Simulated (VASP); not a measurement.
Be, 1 atom in the cell. The structure is orthorhombic, space group Fmmm (No. 69). The conventional cell has a = 2.506 Å, b = 3.518 Å, c = 3.571 Å, α = 90.00°, β = 90.00°, γ = 90.00°. Be (site symmetry mmm) has 14 Be at 2.16 to 2.51 Å within 2.9 Å.  This cell differs from its parent crystal: strain +0.0150 x Voigt [0, 0, 0, 0, 0, 1].

| Quantity | Value |
| --- | --- |
| Program | VASP 6.6.1 |
| Task | single point |
| Functional | PBEsol |
| Potentials or basis | VASP PAW PBE potentials, release 64 (Be) |
| Cutoff | 520 eV |
| k mesh | 26 × 26 × 26 |
| Occupations | gaussian, width 0.15 eV |
| Spin | no spin polarisation |
| Dipole correction | no |
| Further INCAR settings | ALGO = Normal; EDIFF = 1e-06; NBANDS = 7 |

Potentials or basis: VASP PAW PBE potentials, release 64 (Be).

Run with:

```sh
$ cat potpaw_PBE.64/Be/POTCAR > POTCAR
$ mpirun -np 1 vasp_std > vasp.out
```

Hardware: 1 thread of Intel(R) Xeon(R) Platinum 8488C (Sapphire Rapids), on a shared host.

Question: How long does it take, and how much memory?

Answer: It took 33 s on 1 thread of Intel(R) Xeon(R) Platinum 8488C (Sapphire Rapids) (shared host), peak memory 0.22 GiB. Counts: scf iterations 9, k points 2471.
